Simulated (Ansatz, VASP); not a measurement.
## Sb: VASP beside Ansatz

INCAR

```
SYSTEM = Sb
PREC = Accurate ; ENCUT = 500
EDIFF = 1E-6 ; ISMEAR = 0
SIGMA = 0.1 ; LREAL = .False.
LASPH = .True. ; NELM = 120
ALGO = Normal ; ISIF = 2
LWAVE = .False. ; LCHARG = .True.
GGA = PE ; LELF = .True.
LVHAR = .True. ; NBANDS = 12
GGA_COMPAT = .False.
```

KPOINTS

```
regular mesh
0
Gamma
  6 4 4
  0 0 0
```

Contents of POSCAR:

```
Sb
1.0
    3.1224020000      0.0000000000      0.0000000000
    0.0000000000      4.3475180000      0.0000000000
   -0.0389150000      0.0000000000      4.4058520000
Sb
2
Direct
    1.4296110000      0.9020000000      1.6568340000
    0.4523890000      0.4020000000      1.1391660000
```

Input for Ansatz:

```yaml
crystal:
  lattice:
    - [3.122402, 0.0, 0.0]
    - [0.0, 4.347518, 0.0]
    - [-0.038915, 0.0, 4.405852]
  atoms:
    - { symbol: Sb, position: [1.429611, 0.902, 1.656834] }
    - { symbol: Sb, position: [0.452389, 0.402, 1.139166] }
basis:
  ecutwfc: 420
kpoints:
  mp_grid: { grid: [6, 4, 4] }
hamiltonian:
  xc: pbe
scf:
  occupations: { method: gaussian, width: 0.1 }
output:
  forces: true
  stress: true
  eigenvalues: true
```

Alike in both runs: task single point; functional PBE; k mesh 6 × 4 × 4; occupations gaussian, width 0.1 eV; no spin polarisation.

|  | VASP | Ansatz |
| --- | --- | --- |
| version | VASP 6.6.1 | Ansatz 0.2.0 |
| potentials or method | VASP PAW PBE potentials, release 64 (Sb), cutoff 500 eV | scalar-relativistic, plane waves, PAW |
| valence electrons in the cell | 10 | 30 |

```csv
,VASP,Ansatz,Ansatz less VASP
gap on the k mesh at the Fermi level (eV),none,none,-
pressure (GPa),0.8,0.8,+0.01
"traceless stress, the component that is largest in VASP (GPa)",-4.06,-4.06,-0.001
rms of the force components (eV/Å),0.041,0.036,-0.0046
```

Atom by atom the forces differ by 0.005 eV/Å (rms over components). A gap of «none» marks a metal or a gap that the smearing closes. VASP's potentials hold 10 valence electrons a cell and Ansatz's 30, so a difference there can come from the potentials and not from the codes.

The k mesh is coarse, so the values compare programs but aren't converged. Spin-orbit coupling is off throughout.
